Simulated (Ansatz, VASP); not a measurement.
# SiC: VASP beside Ansatz

Contents of INCAR:

```
PREC     = Accurate       # precision mode
ENCUT    = 520            # plane-wave cutoff, eV
EDIFF    = 1E-7           # SCF threshold, eV
ISMEAR   = 0              # smearing method
SIGMA    = 0.05           # smearing width, eV
LREAL    = False          # projectors in reciprocal space
LASPH    = True           # aspherical terms in the spheres
NELM     = 60             # most SCF steps
ALGO     = Normal         # electronic algorithm
ISIF     = 2              # what is computed and relaxed
LWAVE    = False          # write WAVECAR
LCHARG   = True           # write CHGCAR
GGA      = PE             # functional
LELF     = True           # ELF
LVHAR    = True         
NBANDS   = 11             # bands
```

The input KPOINTS:

```
regular mesh
0
Gamma
  18 18 18
```

File POSCAR:

```
SiC
1.0
    0.0000000000      1.9984084046      1.9984084046
    1.9984084046      0.0000000000      1.9984084046
    1.9984084046      1.9984084046      0.0000000000
Si C
1 1
Direct
    0.0000000000      0.0000000000      0.0000000000
    0.2500000000      0.2500000000      0.2500000000
```

Input for Ansatz:

```yaml
crystal:
  lattice:
    - [0.0, 1.9984084046, 1.9984084046]
    - [1.9984084046, 0.0, 1.9984084046]
    - [1.9984084046, 1.9984084046, 0.0]
  atoms:
    - { symbol: Si, position: [0.0, 0.0, 0.0] }
    - { symbol: C, position: [0.25, 0.25, 0.25] }
basis:
  ecutwfc: 420
  ecutrho_ratio: 4
kpoints:
  mp_grid: { grid: [18, 18, 18] }
hamiltonian:
  xc: pbe
scf:
  occupations: { method: gaussian, width: 0.05 }
output:
  forces: true
  stress: true
  eigenvalues: true
```

Alike in both runs: task single point; functional PBE; k mesh 18 × 18 × 18; occupations gaussian, width 0.05 eV; no spin polarisation.

|  | VASP | Ansatz |
| --- | --- | --- |
| version | VASP 6.6.1 | Ansatz 0.2.0 |
| potentials or method | VASP PAW PBE potentials, release 64 (Si, C), cutoff 520 eV | scalar-relativistic, plane waves, PAW |
| valence electrons in the cell | 8 | 8 |

|  | VASP | Ansatz | Ansatz less VASP |
| --- | --- | --- | --- |
| gap on the k mesh at the Fermi level (eV) | 1.07 | 1.08 | +0.006 |
| least direct gap on the mesh (eV) | 4.74 | 4.76 | +0.015 |

The functional is the same, so the differences come from potentials, cutoffs and numerics.
